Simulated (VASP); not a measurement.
Wanted: the native input for a VASP 6.6.1 run.

```
Task                   : single point
Functional             : PBEsol
Potentials or basis    : VASP PAW PBE potentials, release 64 (B, Ti_sv, H)
Cutoff                 : 520 eV
k mesh                 : 10 × 9 × 1
Occupations            : gaussian, width 0.1 eV
Spin                   : no spin polarisation
Dipole correction      : yes
Further INCAR settings : ALGO = Normal; EDIFF = 1e-06; NBANDS = 38
```

The structure of Ti3B6H lies in POSCAR:

```
Ti3B6H
1.0
    3.0175895767      0.0000000000      0.0000000000
    0.0000000000      3.1847627212      0.0000000000
    0.0000000000      0.0000000000     25.9688246177
B Ti H
6 3 1
Direct
    0.0000000000      0.5000000000      0.3273155456
    0.0000000000      0.5000000000      0.3944039172
    0.5000000000      0.5000000000      0.4279481030
    0.5000000000      0.5003370660      0.4951088347
    0.0000000000      0.5003934306      0.5289948110
    0.0000000000      0.5007670587      0.5939180916
    0.5000000000      0.0000000000      0.3608597314
    0.0000000000      0.0001790308      0.4620742469
    0.5000000000      0.0005274930      0.5647172079
    0.5000000000      0.5010151811      0.6129528363
```

The input as run:

INCAR

```
PREC     = Accurate       # precision mode
ENCUT    = 520            # plane-wave cutoff, eV
EDIFF    = 1E-6           # SCF threshold, eV
ISMEAR   = 0              # smearing method
SIGMA    = 0.1            # smearing width, eV
LREAL    = F              # projectors in reciprocal space
LASPH    = T              # aspherical terms in the spheres
NELM     = 100            # most SCF steps
ALGO     = Normal         # electronic algorithm
ISIF     = 2              # what is computed and relaxed
LWAVE    = F              # write WAVECAR
LCHARG   = T              # write CHGCAR
LDIPOL   = T            
IDIPOL   = 3            
DIPOL    = 0.5 0.5 0.477
GGA      = PS             # functional
LELF     = T              # ELF
LVHAR    = T            
LVACPOTAV= T            
NBANDS   = 38             # bands
```

KPOINTS

```
Automatic mesh
0
Gamma
  10 9 1
```

Potentials or basis: VASP PAW PBE potentials, release 64 (B, Ti_sv, H).

Launch:

```console
$ cat potpaw_PBE.64/B/POTCAR potpaw_PBE.64/Ti_sv/POTCAR potpaw_PBE.64/H/POTCAR > POTCAR
$ mpirun -np 1 vasp_std > vasp.out
```

It gave:

* Largest force: 1.149 eV/Å

Caveat: the PAW data sets were made with another functional, which shifts forces and pressure a little.

Run time: 9.7 min on 1 thread of Intel(R) Xeon(R) Platinum 8259CL CPU @ 2.50GHz (Skylake/Cascade Lake) (shared host), peak memory 0.47 GiB.
